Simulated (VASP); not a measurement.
Wanted: the native input for a VASP 6.6.1 run.

* Task: single point
* Functional: PBEsol
* Potentials or basis: VASP PAW PBE potentials, release 64 (Na_pv, Cl)
* Cutoff: 520 eV
* k mesh: 14 × 14 × 14
* Occupations: fermi-dirac, width 0.05 eV
* Spin: no spin polarisation
* Dipole correction: no
* Further INCAR settings: ALGO = Normal; EDIFF = 1e-06; NBANDS = 14

The structure of NaCl lies in POSCAR:

```
NaCl
1.0
    0.0000000000      2.8009539472      2.8009539472
    2.8009539472      0.0000000000      2.8009539472
    2.8009539472      2.8009539472      0.0000000000
Na Cl
1 1
Direct
    0.0000000000      0.0000000000      0.0000000000
    0.5000000000      0.5000000000      0.5000000000
```

The input as run:

INCAR

```
PREC = Accurate ; ENCUT = 520
EDIFF = 1E-6 ; ISMEAR = -1
SIGMA = 0.05 ; LREAL = F
LASPH = T ; NELM = 100
ALGO = Normal ; ISIF = 2
LWAVE = F ; LCHARG = F
GGA = PS ; NBANDS = 14
```

KPOINTS

```
regular mesh
0
Gamma
  14 14 14
```

Potentials or basis: VASP PAW PBE potentials, release 64 (Na_pv, Cl).

Run with:

```bash
$ cat potpaw_PBE.64/Na_pv/POTCAR potpaw_PBE.64/Cl/POTCAR > POTCAR
$ mpirun -np 1 vasp_std > vasp.out
```

Results of the run:

The pressure is 0.0 GPa and the band gap on the k mesh is 5.01 eV, direct.

Caveat: the PAW data sets were made with another functional, which shifts forces and pressure a little.

It took 45 s on 1 thread of Intel(R) Xeon(R) Platinum 8488C (Sapphire Rapids) (shared host), peak memory 0.2 GiB.
